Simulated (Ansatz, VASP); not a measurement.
Two plane-wave programs on MgO

Contents of POSCAR:

```
MgO
1.0
    0.0171326694      2.1021680256      2.1021680256
    2.1021680256      0.0171326694      2.1021680256
    2.1193006950      2.1193006950      0.0000000000
Mg O
1 1
Direct
    0.0000000000      0.0000000000      0.0000000000
    0.5000000000      0.5000000000      0.5000000000
```

The input INCAR.step1:

```
ALGO     = Normal         # electronic algorithm
EDIFF    = 1E-5           # SCF threshold, eV
ENCUT    = 520            # plane-wave cutoff, eV
GGA      = PE             # functional
ISIF     = 2              # what is computed and relaxed
ISMEAR   = 0              # smearing method
LASPH    = T              # aspherical terms in the spheres
LCHARG   = F              # write CHGCAR
LREAL    = F              # projectors in reciprocal space
LWAVE    = T              # write WAVECAR
NBANDS   = 11             # bands
NELM     = 60             # most SCF steps
PREC     = Accurate       # precision mode
SIGMA    = 0.01           # smearing width, eV
```

File INCAR.step2:

```
ALGO     = Normal         # electronic algorithm
EDIFF    = 1E-6           # SCF threshold, eV
ENCUT    = 520            # plane-wave cutoff, eV
GGA      = PE             # functional
HFSCREEN = 0.2079         # screening, 1/A
ISIF     = 2              # what is computed and relaxed
ISMEAR   = 0              # smearing method
ISTART   = 1            
LASPH    = T              # aspherical terms in the spheres
LCHARG   = F              # write CHGCAR
LHFCALC  = T              # exact exchange
LREAL    = F              # projectors in reciprocal space
LWAVE    = F              # write WAVECAR
NBANDS   = 11             # bands
NELM     = 60             # most SCF steps
PREC     = Accurate       # precision mode
PRECFOCK = Normal       
SIGMA    = 0.01           # smearing width, eV
```

Contents of KPOINTS:

```
k-points
0
Gamma
  8 8 8
```

Input for Ansatz:

```yaml
crystal:
  lattice:
    - [0.0171326694, 2.1021680256, 2.1021680256]
    - [2.1021680256, 0.0171326694, 2.1021680256]
    - [2.119300695, 2.119300695, 0.0]
  atoms:
    - { symbol: Mg, position: [0.0, 0.0, 0.0] }
    - { symbol: O, position: [0.5, 0.5, 0.5] }
kpoints:
  mp_grid: { grid: [8, 8, 8] }
  band_path:
    path:
      - [0.0, 0.0, 0.0]
      - [0.5, 0.0, 0.5]
      - [0.625, 0.25, 0.625]
      - [0.375, 0.375, 0.75]
      - [0.5, 0.5, 0.5]
      - [0.5, 0.25, 0.75]
    npoints: 1
hamiltonian:
  xc: hse06
scf:
  occupations: { method: fixed }
  n_extra_bands: 4
output:
  forces: true
  stress: true
  eigenvalues: true
```

Change from the starting cell: shear_xy strain +1.6%.

Alike in both runs: task single point; functional HSE06; k mesh 8 × 8 × 8; no spin polarisation.

|  | VASP | Ansatz |
| --- | --- | --- |
| version | VASP 6.6.1 | Ansatz 0.2.0 |
| potentials or method | VASP PAW PBE potentials, release 64 (Mg, O) | plane waves, PAW |
| plane-wave cutoff (eV) | 520 | 420 |
| occupations | gaussian, width 0.01 eV | fixed |
| valence electrons in the cell | 8 | 16 |

```tsv
	VASP	Ansatz	Ansatz less VASP
gap on the k mesh at the Fermi level (eV)	6.43	6.48	+0.046
pressure (GPa)	-0.6	-0.3	+0.30
traceless stress, the component that is largest in VASP (GPa)	-2.54	-2.53	+0.005
```

VASP's potentials hold 8 valence electrons a cell and Ansatz's 16, so a difference there can come from the potentials and not from the codes. Ansatz's warnings: stress exchange threshold loose, stress scf threshold loose.
